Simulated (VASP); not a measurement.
Input of a VASP 6.6.1 run:

Contents of INCAR:

```
SYSTEM = SiC5
PREC = Accurate
ENCUT = 520
EDIFF = 1E-7
ISMEAR = 0
SIGMA = 0.1
LREAL = .False.
LASPH = .True.
NELM = 80
ALGO = Normal
ISIF = 2
LWAVE = .False.
LCHARG = .False.
GGA = PE
NBANDS = 21
```

KPOINTS

```
Automatic mesh
0
Gamma
  4 4 4
  0 0 0
```

Contents of POSCAR:

```
SiC5
1.0
    0.0000000000      3.0729950192      3.0729950192
    3.0729950192      0.0000000000      3.0729950192
    3.0729950192      3.0729950192      0.0000000000
Si C
1 5
Direct
    0.0000000000      0.0000000000      0.0000000000
    0.7500000000      0.7500000000      0.7500000000
    0.3399211835      0.3399211835      0.9802364496
    0.3399211835      0.9802364496      0.3399211835
    0.9802364496      0.3399211835      0.3399211835
    0.3399211835      0.3399211835      0.3399211835
```

Potentials or basis: VASP PAW PBE potentials, release 64 (Si, C).

Run with:

```bash
$ cat potpaw_PBE.64/Si/POTCAR potpaw_PBE.64/C/POTCAR > POTCAR
$ mpirun -np 1 vasp_std > vasp.out
```

**Question.** What does it give for the pressure?

**Answer.** 0.2 GPa.

**Question.** What does it give for the band gap on the k mesh?

**Answer.** Zero (band 12 reaches 5.65 eV, above the bottom of band 13 at 4.69 eV).

Forces in eV/Å, atoms in the order of the input:
```
Si   0.000  0.000  0.000
C    0.000  0.000  0.000
C   -0.077 -0.077  0.077
C   -0.077  0.077 -0.077
C    0.077 -0.077 -0.077
C    0.077  0.077  0.077
```

Caveat: the k points lie up to 0.44 Å⁻¹ apart.
